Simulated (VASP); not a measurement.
# Al (Im-3m) in VASP: further runs

Al is run at these levels: PBE; tasks: single point.

Everything below comes from runs of VASP 6.6.1. Logs are shortened: lines on timing, memory, paths and dates and some standing lists are left out, and cuts for length are marked.

**1. The cell of the first run**

Symmetry: Im-3m, No. 229, cubic system. The conventional cell has a = 2.442 Å, b = 2.442 Å, c = 2.442 Å, α = 90.00°, β = 90.00°, γ = 90.00°. Within 2.8 Å of Al (site symmetry m-3m) lie 14 Al at 2.12 to 2.44 Å.

**2. Single point, PBE (volume scaled by 0.43)**

The input, INCAR:

```
PREC = Accurate
ENCUT = 520
EDIFF = 1E-6
ISMEAR = -1
SIGMA = 0.1
LREAL = False
LASPH = True
NELM = 100
ALGO = Normal
ISIF = 2
LWAVE = False
LCHARG = False
GGA = PE
NBANDS = 8
```

The input, KPOINTS:

```
Automatic mesh
0
Gamma
  18 18 18
```

The input, POSCAR:

```
Al
1.0
   -1.2211354462      1.2211354462      1.2211354462
    1.2211354462     -1.2211354462      1.2211354462
    1.2211354462      1.2211354462     -1.2211354462
Al
1
Direct
    0.0000000000      0.0000000000      0.0000000000
```

Potentials or basis: VASP PAW PBE potentials, release 64 (Al).

The run is started by

```sh
$ cat potpaw_PBE.64/Al/POTCAR > POTCAR
$ mpirun -np 1 vasp_std > vasp.out
```

OUTCAR:

```text
PREC = Accurate
   ENCUT = 520
   EDIFF = 1E-6
   ISMEAR = -1
   LREAL = False
   LASPH = True
   NELM = 100
   ISIF = 2
   GGA = PE

 ion  position               nearest neighbor table
   1  0.000  0.000  0.000-

  LATTYP: Found a body centered cubic cell.
 ALAT       =     2.4422708924

  Lattice vectors:

 A1 = (  -1.2211354462,   1.2211354462,   1.2211354462)
 A2 = (   1.2211354462,  -1.2211354462,   1.2211354462)
 A3 = (   1.2211354462,   1.2211354462,  -1.2211354462)

Analysis of symmetry for initial positions (statically):
=====================================================================
 Subroutine PRICEL returns:
 Original cell was already a primitive cell.

 Routine SETGRP: Setting up the symmetry group for a
 body centered cubic supercell.

 Subroutine GETGRP returns: Found 48 space group operations
 (whereof 48 operations were pure point group operations)
 out of a pool of 48 trial point group operations.

The static configuration has the point symmetry O_h .

Analysis of symmetry for dynamics (positions and initial velocities):
=====================================================================
 Subroutine PRICEL returns:
 Original cell was already a primitive cell.

 Routine SETGRP: Setting up the symmetry group for a
 body centered cubic supercell.

 Subroutine GETGRP returns: Found 48 space group operations
 (whereof 48 operations were pure point group operations)
 out of a pool of 48 trial point group operations.

The dynamic configuration has the point symmetry O_h .

 Subroutine INISYM returns: Found 48 space group operations
 (whereof 48 operations are pure point group operations),
 and found     1 'primitive' translations

----------------------------------------------------------------------------------------

                                     Primitive cell

  volume of cell :       7.2837

  direct lattice vectors                    reciprocal lattice vectors
    -1.221135446  1.221135446  1.221135446     0.000000000  0.409454988  0.409454988
     1.221135446 -1.221135446  1.221135446     0.409454988  0.000000000  0.409454988
     1.221135446  1.221135446 -1.221135446     0.409454988  0.409454988  0.000000000

  length of vectors
     2.115068636  2.115068636  2.115068636     0.579056798  0.579056798  0.579056798

  position of ions in fractional coordinates (direct lattice)
     0.000000000  0.000000000  0.000000000

  ion indices of the primitive-cell ions
   primitive index   ion index
                 1           1

----------------------------------------------------------------------------------------

 KPOINTS: Automatic mesh

Automatic generation of k-mesh.
 Grid dimensions read from file:
 generate k-points for:   18   18   18

 Generating k-lattice:

  Cartesian coordinates                     Fractional coordinates (reciprocal lattice)
     0.000000000  0.022747499  0.022747499     0.055555556  0.000000000  0.000000000
     0.022747499  0.000000000  0.022747499     0.000000000  0.055555556  0.000000000
     0.022747499  0.022747499  0.000000000     0.000000000  0.000000000  0.055555556

  Length of vectors
     0.032169822  0.032169822  0.032169822

  Shift w.r.t. Gamma in fractional coordinates (k-lattice)
     0.000000000  0.000000000  0.000000000

 Subroutine IBZKPT returns following result:
 ===========================================

 Found    195 irreducible k-points:

 Following reciprocal coordinates:
            Coordinates               Weight
  0.000000  0.000000  0.000000      1.000000
  0.055556  0.000000  0.000000     12.000000
  0.111111  0.000000  0.000000     12.000000
  0.166667  0.000000  0.000000     12.000000
  0.222222  0.000000  0.000000     12.000000
  0.277778  0.000000  0.000000     12.000000
[... 16 lines left out ...]
  0.333333  0.111111 -0.000000     48.000000
  0.388889  0.111111  0.000000     48.000000
 [... further k-points ...]
   k-points           NKPTS =    195   k-points in BZ     NKDIM =    195   number of bands    NBANDS=      8
   number of dos      NEDOS =    301   number of ions     NIONS =      1
   total plane-waves  NPLWV =   4096
   dimension x,y,z NGX =    16 NGY =   16 NGZ =   16
   dimension x,y,z NGXF=    32 NGYF=   32 NGZF=   32
   ions per type =               1
   NGX,Y,Z   is equivalent  to a cutoff of  12.58, 12.58, 12.58 a.u.
   NGXF,Y,Z  is equivalent  to a cutoff of  25.15, 25.15, 25.15 a.u.
 SYSTEM =  unknown system
   PREC   = accura    normal or accurate (medium, high low for compatibility)
   ISTART =      0    job   : 0-new  1-cont  2-samecut
   ICHARG =      2    charge: 1-file 2-atom 10-const
   ISPIN  =      1    spin polarized calculation?
   LNONCOLLINEAR =      F non collinear calculations
   LSORBIT =      F    spin-orbit coupling
   LASPH  =      T    aspherical Exc in radial PAW
   ENCUT  =  520.0 eV  38.22 Ry    6.18 a.u.   3.93  3.93  3.93*2*pi/ulx,y,z
   NELM   =    100;   NELMIN=  2; NELMDL= -5     # of ELM steps
   EDIFF  = 0.1E-05   stopping-criterion for ELM
   LREAL  =      F    real-space projection
   EDIFFG = 0.1E-04   stopping-criterion for IOM
   NSW    =      0    number of steps for IOM
   IBRION =     -1    ionic relax: 0-MD 1-quasi-New 2-CG
   NFREE  =      0    steps in history (QN), initial steepest desc. (CG)
   ISIF   =      2    stress and relaxation
   ISYM   =      2    0-nonsym 1-usesym 2-fastsym
   POTIM  = 0.5000    time-step for ionic-motion
   TEBEG  =    0.0;   TEEND  =   0.0 temperature during run
   PSTRESS=    0.0 pullay stress
   NELECT =       3.0000    total number of electrons
   NUPDOWN=      -1.0000    fix difference up-down
   EMIN   =  10.00;   EMAX   =-10.00  energy-range for DOS
   EFERMI =   0.00;   METHOD = LEGACY
   ISMEAR =    -1;   SIGMA  =   0.10  broadening in eV -4-tet -1-fermi 0-gaus
   EFERMI_NEDOS =   21; number of points for ismear=-14 and -15
   IALGO  =     38    algorithm
   IMIX   =      4    mixing-type and parameters
     AMIX     =   0.40;   BMIX     =  1.00
     AMIX_MAG =   1.60;   BMIX_MAG =  1.00
  volume/ion in A,a.u.               =       7.28        49.15
  Fermi-wavevector in a.u.,A,eV,Ry     =   1.218049  2.301779 20.186192  1.483643
  Thomas-Fermi vector in A             =   2.353349
   LORBIT       =      0    0 simple, 1 ext, 2 COOP (PROOUT), +10 PAW based schemes
   GGA     = PE    functional components
   LHFCALC =     F    Hartree Fock is set to
   AEXX    =    0.0000 exact exchange contribution
   IVDW    =     0    specifies the selected vdW correction
   LEPSILON=     F    determine dielectric tensor
   LRPA    =     F    only Hartree local field effects (RPA)
 non-spin polarized calculation
  energy-cutoff  :      520.00
  volume of cell :        7.28
 maximum number of plane-waves:       212
   NGX =  7   NGY =  7   NGZ =  7

 number of electron       3.0000000 magnetization

 Free energy of the ion-electron system (eV)
  ---------------------------------------------------
  ext. energy  EPLUGINS =         0.00000000
  ---------------------------------------------------
  free energy    TOTEN  =         1.24340031 eV

  energy without entropy =        1.25137015  energy(sigma->0) =        1.24738523

 E-fermi :  19.5452     XC(G=0): -13.6173

 val. band max:       19.4914750407   @ k =   0.2222   0.2222   0.1111
 cond. band min:      19.5641437506   @ k =   0.5000   0.5000   0.3889
 fundamental gap:      0.0726687099
 Fermi energy:        19.5452281372

 k-point     1 :       0.0000    0.0000    0.0000
  band No.  band energies     occupation
      1       1.9818      2.00000
      2      39.2957      0.00000
      3      39.2957      0.00000
      4      39.2957      0.00000
      5      44.0631      0.00000
      6      44.0631      0.00000
      7      47.1068      0.00000
      8      47.1068      0.00000

 k-point     2 :       0.0556    0.0000    0.0000
  band No.  band energies     occupation
      1       2.1341      2.00000
      2      38.1238      0.00000
      3      38.5506      0.00000
      4      39.2155      0.00000
      5      42.6067      0.00000
      6      43.1694      0.00000
      7      48.1605      0.00000
      8      48.1630      0.00000

 k-point     3 :       0.1111    0.0000    0.0000
  band No.  band energies     occupation
      1       2.5885      2.00000
      2      35.0186      0.00000
      3      36.9929      0.00000
      4      39.0007      0.00000
      5      41.7339      0.00000
      6      42.0511      0.00000
      7      49.8752      0.00000
      8      50.6447      0.00000

 k-point     4 :       0.1667    0.0000    0.0000
  band No.  band energies     occupation
      1       3.3380      2.00000
      2      31.4508      0.00000
      3      35.3294      0.00000
      4      38.7098      0.00000
      5      40.4076      0.00000
      6      42.0617      0.00000
      7      50.9824      0.00000
      8      51.0931      0.00000

 k-point     5 :       0.2222    0.0000    0.0000
  band No.  band energies     occupation
      1       4.3712      2.00000
      2      27.9597      0.00000
      3      33.8125      0.00000
      4      38.4022      0.00000
      5      39.2894      0.00000
      6      42.0957      0.00000
      7      51.1458      0.00000
      8      51.4687      0.00000
[... 177 lines left out ...]
 k-point    22 :       0.2778    0.1111    0.0000
  band No.  band energies     occupation
      1       7.6394      2.00000
      2      21.7929      0.00000
      3      28.6236      0.00000
      4      36.7305      0.00000
      5      39.2977      0.00000
      6      44.7416      0.00000
      7      49.4537      0.00000
      8      55.2893      0.00000

 k-point    23 :       0.3333    0.1111   -0.0000
  band No.  band energies     occupation
      1       9.3979      2.00000
      2      19.0088      1.99068
      3      27.9388      0.00000
      4      36.3458      0.00000
      5      38.9471      0.00000
      6      44.7716      0.00000
      7      49.7403      0.00000
      8      56.2636      0.00000

 k-point    24 :       0.3889    0.1111    0.0000
  band No.  band energies     occupation
      1      11.3041      2.00000
      2      16.4906      2.00000
      3      27.5287      0.00000
      4      36.0975      0.00000
      5      38.7250      0.00000
      6      44.7227      0.00000
      7      50.1163      0.00000
      8      57.0234      0.00000

 [... further k-points ...]

------------------------ aborting loop because EDIFF is reached ----------------------------------------

  FORCE on cell =-STRESS in cart. coord.  units (eV):
  Direction    XX          YY          ZZ          XY          YZ          ZX
  --------------------------------------------------------------------------------------
  -------------------------------------------------------------------------------------
  Total       15.1411324     15.1411324     15.1411324     -0.0000000     -0.0000000     -0.0000000
  in kB     3330.5613161   3330.5613161   3330.5613161     -0.0000000     -0.0000000     -0.0000000
  external PRESSURE =    3330.5613161 kB  Pullay stress =       0.0000000 kB

 VOLUME and BASIS-vectors are now :
 -----------------------------------------------------------------------------
  energy-cutoff  :      520.00
  volume of cell :        7.28
      direct lattice vectors                 reciprocal lattice vectors
    -1.221135446  1.221135446  1.221135446     0.000000000  0.409454988  0.409454988
     1.221135446 -1.221135446  1.221135446     0.409454988  0.000000000  0.409454988
     1.221135446  1.221135446 -1.221135446     0.409454988  0.409454988  0.000000000

 POSITION                                       TOTAL-FORCE (eV/Angst)
 -----------------------------------------------------------------------------------
      0.00000      0.00000      0.00000        -0.000000      0.000000     -0.000000
 -----------------------------------------------------------------------------------
    total drift:                                0.000000      0.000000     -0.000000

  FREE ENERGIE OF THE ION-ELECTRON SYSTEM (eV)
  ---------------------------------------------------
  free  energy   TOTEN  =         1.2434003123 eV

  energy  without entropy=        1.2513701507  energy(sigma->0) =        1.24738523
```

It took 3.7 s on 1 thread of Intel Xeon Platinum 8488C (Sapphire Rapids), shared host; peak memory 0.11 GiB.

What came out:

```yaml
Free_energy: 1.2434 eV
Pressure: 333.1 GPa
```

[end of part 1 of 2]
